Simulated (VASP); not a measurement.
# As (R-3m) in VASP: settings compared

Aim: see how the results for As move with the level of theory and the settings. Levels: BLYP+D4, LDA, r2SCAN. Tasks: relaxation of cell and atoms, single point.

Program: VASP 6.6.1. These are calculated values, not measurements. Logs are shortened: lines on timing, memory, paths and dates and some standing lists are left out, and cuts for length are marked.

## 1. The cell of the first run

Symmetry: R-3m, No. 166, trigonal system. Conventional cell: a = 3.762 Å, b = 3.762 Å, c = 10.542 Å, α = 90.00°, β = 90.00°, γ = 120.00°. Within 3.3 Å of As (site symmetry 3m) lie 6 As at 2.51 to 3.14 Å.

## 2. Relaxation of cell and atoms, BLYP+D4

Input file INCAR:

```
PREC = Accurate ; ENCUT = 600
EDIFF = 1E-7 ; ISMEAR = -1
SIGMA = 0.05 ; LREAL = False
LASPH = True ; NELM = 120
ALGO = Normal ; ISIF = 3
LWAVE = False ; LCHARG = False
GGA = B5 ; ALDAX = 1.0
AGGAX = 1.0 ; AGGAC = 1.0
ALDAC = 0.0 ; IVDW = 13
VDW_S6 = 1.0 ; VDW_S8 = 2.34076671
VDW_A1 = 0.44488865 ; VDW_A2 = 4.0933009
IBRION = 2 ; NSW = 60
EDIFFG = -0.01 ; GGA_COMPAT = False
NELMIN = 4
```

Input file KPOINTS:

```
Automatic mesh
0
Gamma
  9 9 9
```

Input file POSCAR:

```
As
1.0
    1.8807968987      1.0858785957      3.5140619945
   -1.8807968987      1.0858785957      3.5140619945
    0.0000000000     -2.1717571915      3.5140619945
As
2
Direct
    0.2260000000      0.2260000000      0.2260000000
    0.7740000000      0.7740000000      0.7740000000
```

Potentials or basis: VASP PAW PBE potentials, release 64 (As_d).

Launch:

```sh
> cat potpaw_PBE.64/As_d/POTCAR > POTCAR
> mpirun -np 1 vasp_std > vasp.out
```

OUTCAR:

```text
PREC = Accurate
   ENCUT = 600
   EDIFF = 1E-7
   ISMEAR = -1
   LREAL = False
   LASPH = True
   NELM = 120
   ISIF = 3
   GGA = B5
   IVDW = 13
   IBRION = 2
   NSW = 60
   EDIFFG = -0.01
   NELMIN = 4

 ion  position               nearest neighbor table
   1  0.226  0.226  0.226-   2 2.51   2 2.51   2 2.51
   2  0.774  0.774  0.774-   1 2.51   1 2.51   1 2.51

  LATTYP: Found a trigonal (rhomboedric) cell.
 ALAT       =     4.1310000000
 COS(alpha) =     0.5854247172

  Lattice vectors:

 A1 = (   1.8807968987,   1.0858785957,   3.5140619945)
 A2 = (  -1.8807968987,   1.0858785957,   3.5140619945)
 A3 = (   0.0000000000,  -2.1717571915,   3.5140619945)

Analysis of symmetry for initial positions (statically):
=====================================================================
 Subroutine PRICEL returns:
 Original cell was already a primitive cell.

 Routine SETGRP: Setting up the symmetry group for a
 trigonal (rhombohedral) supercell.

 Subroutine GETGRP returns: Found 12 space group operations
 (whereof 12 operations were pure point group operations)
 out of a pool of 12 trial point group operations.

The static configuration has the point symmetry D_3d.

Analysis of symmetry for dynamics (positions and initial velocities):
=====================================================================
 Subroutine PRICEL returns:
 Original cell was already a primitive cell.

 Routine SETGRP: Setting up the symmetry group for a
 trigonal (rhombohedral) supercell.

 Subroutine GETGRP returns: Found 12 space group operations
 (whereof 12 operations were pure point group operations)
 out of a pool of 12 trial point group operations.

The dynamic configuration has the point symmetry D_3d.

 Subroutine INISYM returns: Found 12 space group operations
 (whereof 12 operations are pure point group operations),
 and found     1 'primitive' translations

----------------------------------------------------------------------------------------

                                     Primitive cell

  volume of cell :      43.0610

  direct lattice vectors                    reciprocal lattice vectors
     1.880796899  1.085878596  3.514061995     0.265844760  0.153485544  0.094856987
    -1.880796899  1.085878596  3.514061995    -0.265844760  0.153485544  0.094856987
     0.000000000 -2.171757191  3.514061995     0.000000000 -0.306971087  0.094856987

  length of vectors
     4.131000000  4.131000000  4.131000000     0.321292852  0.321292852  0.321292852

  position of ions in fractional coordinates (direct lattice)
     0.226000000  0.226000000  0.226000000
     0.774000000  0.774000000  0.774000000

  ion indices of the primitive-cell ions
   primitive index   ion index
                 1           1
                 2           2

----------------------------------------------------------------------------------------

 KPOINTS: Automatic mesh

Automatic generation of k-mesh.
 Grid dimensions read from file:
 generate k-points for:    9    9    9

 Generating k-lattice:

  Cartesian coordinates                     Fractional coordinates (reciprocal lattice)
     0.029538307  0.017053949  0.010539665     0.111111111  0.000000000 -0.000000000
    -0.029538307  0.017053949  0.010539665     0.000000000  0.111111111 -0.000000000
     0.000000000 -0.034107899  0.010539665    -0.000000000 -0.000000000  0.111111111

  Length of vectors
     0.035699206  0.035699206  0.035699206

  Shift w.r.t. Gamma in fractional coordinates (k-lattice)
     0.000000000  0.000000000  0.000000000

 Subroutine IBZKPT returns following result:
 ===========================================

 Found     85 irreducible k-points:

 Following reciprocal coordinates:
            Coordinates               Weight
  0.000000  0.000000  0.000000      1.000000
  0.111111 -0.000000 -0.000000      6.000000
  0.222222 -0.000000 -0.000000      6.000000
  0.333333 -0.000000 -0.000000      6.000000
  0.444444 -0.000000 -0.000000      6.000000
  0.111111  0.111111 -0.000000      6.000000
[... 16 lines left out ...]
 -0.333333  0.333333  0.000000      6.000000
  0.444444  0.444444 -0.000000      6.000000
 [... further k-points ...]
   k-points           NKPTS =     85   k-points in BZ     NKDIM =     85   number of bands    NBANDS=     19
   number of dos      NEDOS =    301   number of ions     NIONS =      2
   total plane-waves  NPLWV =  46656
   dimension x,y,z NGX =    36 NGY =   36 NGZ =   36
   dimension x,y,z NGXF=    72 NGYF=   72 NGZF=   72
   ions per type =               2
   NGX,Y,Z   is equivalent  to a cutoff of  14.49, 14.49, 14.49 a.u.
   NGXF,Y,Z  is equivalent  to a cutoff of  28.98, 28.98, 28.98 a.u.
 SYSTEM =  unknown system
   PREC   = accura    normal or accurate (medium, high low for compatibility)
   ISTART =      0    job   : 0-new  1-cont  2-samecut
   ICHARG =      2    charge: 1-file 2-atom 10-const
   ISPIN  =      1    spin polarized calculation?
   LNONCOLLINEAR =      F non collinear calculations
   LSORBIT =      F    spin-orbit coupling
   LASPH  =      T    aspherical Exc in radial PAW
   ENCUT  =  600.0 eV  44.10 Ry    6.64 a.u.   8.25  8.25  8.25*2*pi/ulx,y,z
   NELM   =    120;   NELMIN=  4; NELMDL= -5     # of ELM steps
   EDIFF  = 0.1E-06   stopping-criterion for ELM
   LREAL  =      F    real-space projection
   EDIFFG = -.1E-01   stopping-criterion for IOM
   NSW    =     60    number of steps for IOM
   IBRION =      2    ionic relax: 0-MD 1-quasi-New 2-CG
   NFREE  =      1    steps in history (QN), initial steepest desc. (CG)
   ISIF   =      3    stress and relaxation
   ISYM   =      2    0-nonsym 1-usesym 2-fastsym
   POTIM  = 0.5000    time-step for ionic-motion
   TEBEG  =    0.0;   TEEND  =   0.0 temperature during run
   PSTRESS=    0.0 pullay stress
   NELECT =      30.0000    total number of electrons
   NUPDOWN=      -1.0000    fix difference up-down
   EMIN   =  10.00;   EMAX   =-10.00  energy-range for DOS
   EFERMI =   0.00;   METHOD = LEGACY
   ISMEAR =    -1;   SIGMA  =   0.05  broadening in eV -4-tet -1-fermi 0-gaus
   EFERMI_NEDOS =   21; number of points for ismear=-14 and -15
   IALGO  =     38    algorithm
   IMIX   =      4    mixing-type and parameters
     AMIX     =   0.40;   BMIX     =  1.00
     AMIX_MAG =   1.60;   BMIX_MAG =  1.00
  volume/ion in A,a.u.               =      21.53       145.29
  Fermi-wavevector in a.u.,A,eV,Ry     =   1.451289  2.742539 28.657140  2.106240
  Thomas-Fermi vector in A             =   2.568803
   LORBIT       =      0    0 simple, 1 ext, 2 COOP (PROOUT), +10 PAW based schemes
   GGA     = B5    functional components
   LHFCALC =     F    Hartree Fock is set to
   AEXX    =    0.0000 exact exchange contribution
   IVDW    =    13    specifies the selected vdW correction
   LEPSILON=     F    determine dielectric tensor
   LRPA    =     F    only Hartree local field effects (RPA)
 conjugate gradient relaxation of ions
 non-spin polarized calculation
  energy-cutoff  :      600.00
  volume of cell :       43.06
 maximum number of plane-waves:      1461
 NGX is ok and might be reduce to    36
   NGX = 17   NGY = 17   NGZ = 17

--------------------------------------- Ionic step        1  -------------------------------------------

 number of electron      30.0000004 magnetization

 Free energy of the ion-electron system (eV)
  ---------------------------------------------------
  ext. energy  EPLUGINS =         0.00000000
  ---------------------------------------------------
  free energy    TOTEN  =        -7.86586830 eV

  energy without entropy =       -7.86448640  energy(sigma->0) =       -7.86517735

 E-fermi :   4.2505     XC(G=0): -10.0361

 val. band max:        4.2004465938   @ k =   0.4444  -0.0000  -0.0000
 cond. band min:       4.2822454777   @ k =   0.4444   0.3333   0.3333
 fundamental gap:      0.0817988839
 Fermi energy:         4.2505070093

 k-point     1 :       0.0000    0.0000    0.0000
  band No.  band energies     occupation
      1     -31.9732      2.00000
      2     -31.9732      2.00000
      3     -31.9248      2.00000
      4     -31.9248      2.00000
      5     -31.8873      2.00000
      6     -31.8520      2.00000
[... 11 lines left out ...]
     18       7.0964      0.00000
     19      11.3620      0.00000
[... 489 lines left out ...]
      3     -31.9083      2.00000
      4     -31.8908      2.00000
      5     -31.8791      2.00000
      6     -31.8769      2.00000
[... 11 lines left out ...]
     18      10.9034      0.00000
     19      11.0909      0.00000

 [... further k-points ...]

------------------------ aborting loop because EDIFF is reached ----------------------------------------

  DFT-D4 for vdW energy calculation

  Edisp (eV):   -1.73800

  FORCE on cell =-STRESS in cart. coord.  units (eV):
  Direction    XX          YY          ZZ          XY          YZ          ZX
  --------------------------------------------------------------------------------------
  -------------------------------------------------------------------------------------
  Total       0.85254     0.85254     0.59995     0.00000    -0.00000     0.00000
  in kB      31.72056    31.72056    22.32228     0.00000    -0.00000     0.00000
  external pressure =       28.59 kB  Pullay stress =        0.00 kB
[... 97 lines left out ...]
  FREE ENERGIE OF THE ION-ELECTRON SYSTEM (eV)
  ---------------------------------------------------
  free  energy   TOTEN  =        -9.6220715395 eV

  energy  without entropy=       -9.6207407625  energy(sigma->0) =       -9.62140615

[... ionic steps 4 to 13 ...]

--------------------------------------- Ionic step       14  -------------------------------------------

 number of electron      30.0000005 magnetization

------------------------ aborting loop because EDIFF is reached ----------------------------------------

  DFT-D4 for vdW energy calculation

  Edisp (eV):   -1.70377
[... 69 lines left out ...]
  energy  without entropy=       -9.6219763512  energy(sigma->0) =       -9.62264137

--------------------------------------- Ionic step       16  -------------------------------------------

 number of electron      30.0000005 magnetization

 Free energy of the ion-electron system (eV)
  ---------------------------------------------------
  ext. energy  EPLUGINS =         0.00000000
  ---------------------------------------------------
  free energy    TOTEN  =        -7.91874135 eV

  energy without entropy =       -7.91740617  energy(sigma->0) =       -7.91807376

 E-fermi :   3.9981     XC(G=0):  -9.9532

 val. band max:        3.9723898167   @ k =   0.4444   0.3333   0.3333
 cond. band min:       4.0149940021   @ k =   0.4444  -0.0000  -0.0000
 fundamental gap:      0.0426041854
 Fermi energy:         3.9980518200

 k-point     1 :       0.0000    0.0000    0.0000
  band No.  band energies     occupation
      1     -32.1331      2.00000
      2     -32.1331      2.00000
      3     -32.0905      2.00000
      4     -32.0905      2.00000
      5     -32.0591      2.00000
      6     -32.0283      2.00000
[... 11 lines left out ...]
     18       6.9178      0.00000
     19      10.9956      0.00000
[... 489 lines left out ...]
      3     -32.0761      2.00000
      4     -32.0613      2.00000
      5     -32.0519      2.00000
      6     -32.0496      2.00000
[... 11 lines left out ...]
     18      10.5764      0.00000
     19      10.5841      0.00000

 [... further k-points ...]

------------------------ aborting loop because EDIFF is reached ----------------------------------------

  DFT-D4 for vdW energy calculation

  Edisp (eV):   -1.70457

  FORCE on cell =-STRESS in cart. coord.  units (eV):
  Direction    XX          YY          ZZ          XY          YZ          ZX
  --------------------------------------------------------------------------------------
  -------------------------------------------------------------------------------------
  Total      -0.00972    -0.00972     0.00029     0.00000    -0.00000     0.00000
  in kB      -0.35463    -0.35463     0.01072     0.00000    -0.00000     0.00000
  external pressure =       -0.23 kB  Pullay stress =        0.00 kB
[... 17 lines left out ...]
  FREE ENERGIE OF THE ION-ELECTRON SYSTEM (eV)
  ---------------------------------------------------
  free  energy   TOTEN  =        -9.6233120969 eV

  energy  without entropy=       -9.6219769249  energy(sigma->0) =       -9.62264451

 reached required accuracy - stopping structural energy minimisation
```

It took 9.7 min on 1 thread of Intel Xeon 6975P-C (Granite Rapids), shared host; peak memory 0.24 GiB.

What came out:

* Free energy: -9.6233 eV
* Relaxed volume: 21.97 Å³/atom
* Relaxed cell: a = 4.125 Å, b = 4.125 Å, c = 4.125 Å, α = 55.07°, β = 55.07°, γ = 55.07°
* Space group after relaxing (to 0.1 Å): R-3m (No. 166)
* Energy gained by relaxing: 9.7 meV/atom
* Ionic steps: 16
* Pressure after relaxing: 0.0 GPa
* Largest force after relaxing: 0.003 eV/Å
* Dispersion energy per atom: -0.852 eV

Forces in eV/Å, atoms in the order of the input:
```
As   0.000  0.000  0.003
As   0.000  0.000 -0.003
```

The path:
```tsv
step	energy change (eV)	largest force (eV/Å)	pressure (GPa)	volume (Å³)
1	0.0000	0.4717	2.86	43.06
2	-0.0082	0.2460	-2.21	45.50
3	-0.0182	0.0418	-0.17	44.44
4	-0.0182	0.0502	-0.22	44.41
5	-0.0137	0.2523	1.31	43.73
6	-0.0182	0.0571	-0.09	44.38
7	-0.0186	0.0399	-0.03	44.27
8	-0.0191	0.0104	0.13	43.94
9	-0.0194	0.0190	-0.09	44.00
10	-0.0194	0.0208	-0.09	44.01
11	-0.0194	0.0242	-0.15	44.04
12	-0.0194	0.0215	-0.18	44.02
13	-0.0194	0.0210	0.03	43.87
14	-0.0194	0.0024	-0.15	43.95
15	-0.0194	0.0077	0.03	43.92
16	-0.0194	0.0030	-0.02	43.93
```

Final structure:
```xyz
2
Lattice="1.9068 1.1009 3.4880 -1.9068 1.1009 3.4880 0.0000 -2.2018 3.4880" Properties=species:S:1:pos:R:3 pbc="T T T"
As    0.0000    0.0000    2.3870
As    0.0000    0.0000    8.0771
```

Caveat: the PAW data sets were made with another functional, which shifts forces and pressure a little.

(Continued in part 2 of 3.)
